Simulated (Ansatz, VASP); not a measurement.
# Two plane-wave programs on In7O

The input INCAR:

```
PREC     = Accurate       # precision mode
ENCUT    = 600            # plane-wave cutoff, eV
EDIFF    = 1E-7           # SCF threshold, eV
ISMEAR   = 0              # smearing method
SIGMA    = 0.2            # smearing width, eV
LREAL    = F              # projectors in reciprocal space
LASPH    = T              # aspherical terms in the spheres
NELM     = 120            # most SCF steps
ALGO     = Normal         # electronic algorithm
ISIF     = 3              # what is computed and relaxed
LWAVE    = F              # write WAVECAR
LCHARG   = F              # write CHGCAR
GGA      = PE             # functional
IBRION   = 2              # ionic algorithm
NSW      = 36             # ionic steps
EDIFFG   = -0.08          # ionic threshold
GGA_COMPAT= F            
NELMIN   = 4
```

KPOINTS

```
Automatic mesh
0
Gamma
  3 3 3
```

POSCAR

```
In7O
1.0
    0.0000000000      4.6753217000      4.6753217000
    4.6753217000      0.0000000000      4.6753217000
    4.6753217000      4.6753217000      0.0000000000
In O
7 1
Direct
    0.7450184100      0.2549815900      0.2549815900
    0.2549815900      0.7450184100      0.7450184100
    0.2549815900      0.7450184100      0.2549815900
    0.7450184100      0.2549815900      0.7450184100
    0.2549815900      0.2549815900      0.7450184100
    0.7450184100      0.7450184100      0.2549815900
    0.5000000000      0.5000000000      0.5000000000
    0.0000000000      0.0000000000      0.0000000000
```

Input for Ansatz:

```yaml
crystal:
  lattice:
    - [0.0, 4.6753217, 4.6753217]
    - [4.6753217, 0.0, 4.6753217]
    - [4.6753217, 4.6753217, 0.0]
  atoms:
    - { symbol: In, position: [0.74501841, 0.25498159, 0.25498159] }
    - { symbol: In, position: [0.25498159, 0.74501841, 0.74501841] }
    - { symbol: In, position: [0.25498159, 0.74501841, 0.25498159] }
    - { symbol: In, position: [0.74501841, 0.25498159, 0.74501841] }
    - { symbol: In, position: [0.25498159, 0.25498159, 0.74501841] }
    - { symbol: In, position: [0.74501841, 0.74501841, 0.25498159] }
    - { symbol: In, position: [0.5, 0.5, 0.5] }
    - { symbol: O, position: [0.0, 0.0, 0.0] }
basis:
  ecutwfc: 420
kpoints:
  mp_grid: { grid: [3, 3, 3] }
hamiltonian:
  xc: pbe
scf:
  occupations: { method: gaussian, width: 0.2 }
  lower_state_search: "off"
output:
  forces: true
  stress: true
  eigenvalues: true
relax:
  adjacent_minimum: "off"
  f_tol: 0.08
  max_steps: 16
  cell: { stress_tol: 0.8 }
```

Alike in both runs: task relaxation of cell and atoms; functional PBE; k mesh 3 × 3 × 3; occupations gaussian, width 0.2 eV; no spin polarisation.

|  | VASP | Ansatz |
| --- | --- | --- |
| version | VASP 6.6.1 | Ansatz 0.2.0 |
| potentials or method | VASP PAW PBE potentials, release 64 (In_d, O), cutoff 600 eV | scalar-relativistic, plane waves, PAW |
| valence electrons in the cell | 97 | 97 |

Ansatz gave:

| Quantity | Value |
| --- | --- |
| gap on the k mesh at the Fermi level, each at its own relaxed structure (eV) | none |
| relaxed volume (Å³/atom) | 40.23 |
| relaxed cell length with the largest relative difference (Å) | 7.692 |

Which values does VASP return?

gap on the k mesh at the Fermi level, each at its own relaxed structure (eV): none; relaxed volume (Å³/atom): 39.31; relaxed cell length with the largest relative difference (Å): 7.633.

A gap of «none» marks a metal or a gap that the smearing closes.

The k mesh is coarse, so the values compare programs but aren't converged. Noted on VASP's run: the volume moved by over 15 % at a fixed basis, so the end points are rough.
